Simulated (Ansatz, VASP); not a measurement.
One calculation of Hg, two programs

```
Hg
1.0
     2.20799    1.27478    1.71053
    -2.20799    1.27478    1.71053
     0.00000   -2.54956    1.71053
Hg
1
Direct
  0.00000 0.00000 0.00000
```

Alike in both runs: task relaxation of cell and atoms; functional PBE; k mesh 18 × 18 × 18; occupations gaussian, width 0.1 eV; no spin polarisation.

|  | VASP | Ansatz |
| --- | --- | --- |
| version | VASP 6.6.1 | Ansatz 0.2.0 |
| potentials or method | VASP PAW PBE potentials, release 64 (Hg), cutoff 600 eV | scalar-relativistic, plane waves, PAW |
| valence electrons in the cell | 12 | 20 |

Ansatz gave:

| Property | Result |
| --- | --- |
| gap on the k mesh at the Fermi level, each at its own relaxed structure (eV) | none |
| relaxed volume (Å³/atom) | 29.63 |
| relaxed cell length with the largest relative difference (Å) | 3.099 |

Task: Estimate VASP's values.

Result: gap on the k mesh at the Fermi level, each at its own relaxed structure (eV): none; relaxed volume (Å³/atom): 30.14; relaxed cell length with the largest relative difference (Å): 3.114.

A gap of «none» marks a metal or a gap that the smearing closes. VASP's potentials hold 12 valence electrons a cell and Ansatz's 20, so a difference there can come from the potentials and not from the codes.

Neither program's run includes spin-orbit coupling.
